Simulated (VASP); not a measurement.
Write the native input for VASP 6.6.1 that does the following.

| Quantity | Value |
| --- | --- |
| Task | relaxation of cell and atoms |
| Functional | PBEsol |
| Potentials or basis | VASP PAW PBE potentials, release 64 (Fe) |
| Cutoff | 600 eV |
| k mesh | 10 × 10 × 10 |
| Occupations | gaussian, width 0.1 eV |
| Spin | collinear spin, ferromagnetic start |
| Starting moments | [2.65] μB |
| Dipole correction | no |
| Further INCAR settings | ALGO = Normal; EDIFF = 1e-06; IBRION = 2; EDIFFG = -0.05; NSW = 100; ISIF = 3 |

The structure of Fe lies in POSCAR:

```
Fe
1.0
   -1.4430000000      1.4430000000      1.4430000000
    1.4430000000     -1.4430000000      1.4430000000
    1.4430000000      1.4430000000     -1.4430000000
Fe
1
Direct
    0.0000000000      0.0000000000      0.0000000000
```

The input as run:

INCAR

```
SYSTEM = Fe
PREC = Accurate
ENCUT = 600
EDIFF = 1E-6
ISMEAR = 0
SIGMA = 0.1
LREAL = .False.
LASPH = .True.
NELM = 150
ALGO = Normal
ISIF = 3
LWAVE = .False.
LCHARG = .False.
ISPIN = 2
MAGMOM = 2.65
LORBIT = 11
LMAXMIX = 4
GGA = PS
IBRION = 2
NSW = 100
EDIFFG = -0.05
```

KPOINTS

```
regular mesh
0
Gamma
  10 10 10
  0 0 0
```

Potentials or basis: VASP PAW PBE potentials, release 64 (Fe).

Launch:

```bash
$ cat potpaw_PBE.64/Fe/POTCAR > POTCAR
$ mpirun -np 1 vasp_std > vasp.out
```

Results of the run:

The relaxed volume is 10.84 Å³/atom and the relaxed cell is a = 2.415 Å, b = 2.415 Å, c = 2.415 Å, α = 109.47°, β = 109.47°, γ = 109.47°. The space group after relaxing (to 0.05 Å) is Im-3m (No. 229), the energy gained by relaxing is 82.6 meV/atom and the ionic steps are 3. The pressure after relaxing is -0.1 GPa, the net moment is 2.13 μB per cell and the site moments are Fe +2.11 μB. The valence electrons inside the program's atomic spheres are Fe 7.38.

Caveat: the PAW data sets were made with another functional, which shifts forces and pressure a little.

Run time: 24 s on 1 thread of Intel Xeon 6975P-C, with other jobs on the host, peak memory 0.15 GiB.
